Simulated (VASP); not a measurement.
Write the native input for VASP 6.6.1 that does the following.

* Task: single point
* Functional: PBE
* Potentials or basis: VASP PAW PBE potentials, release 64 (B, P)
* Cutoff: 520 eV
* k mesh: 10 × 10 × 10
* Occupations: gaussian, width 0.05 eV
* Spin: no spin polarisation
* Dipole correction: no
* Further INCAR settings: ALGO = Normal; EDIFF = 1e-06; NBANDS = 11

The structure of BP lies in POSCAR:

```
BP
1.0
    0.0000000000      2.3423764231      2.2400395891
    2.3423764231      0.0000000000      2.2400395891
    2.3423764231      2.3423764231      0.0000000000
B P
1 1
Direct
    0.0000000000      0.0000000000      0.0000000000
    0.7500000000      0.7500000000      0.7500000000
```

This cell differs from its parent crystal: strain +0.030 along x and y, -0.015 along z.

One way to write it, as run:

INCAR

```
SYSTEM = BP
  PREC = Accurate
  ENCUT = 520
  EDIFF = 1E-6
  ISMEAR = 0
  SIGMA = 0.05
  LREAL = .False.
  LASPH = .True.
  NELM = 60
  ALGO = Normal
  ISIF = 2
  LWAVE = .False.
  LCHARG = .True.
  GGA = PE
  LELF = .True.
  LVHAR = .True.
  NBANDS = 11
```

KPOINTS

```
Automatic mesh
0
Gamma
  10 10 10
  0 0 0
```

Potentials or basis: VASP PAW PBE potentials, release 64 (B, P).

Launch:

```console
$ cat potpaw_PBE.64/B/POTCAR potpaw_PBE.64/P/POTCAR > POTCAR
$ mpirun -np 1 vasp_std > vasp.out
```

Results of the run:

```yaml
Pressure: -6.8 GPa
Band_gap_on_the_k_mesh: 0.66 eV, indirect (least direct gap 2.90 eV)
```

Caveat: the cell differs from its parent crystal (strain +0.030 along x and y, -0.015 along z).

It took 8.4 s on 1 thread of Intel(R) Xeon(R) 6975P-C (Granite Rapids), on a shared host, peak memory 0.15 GiB.
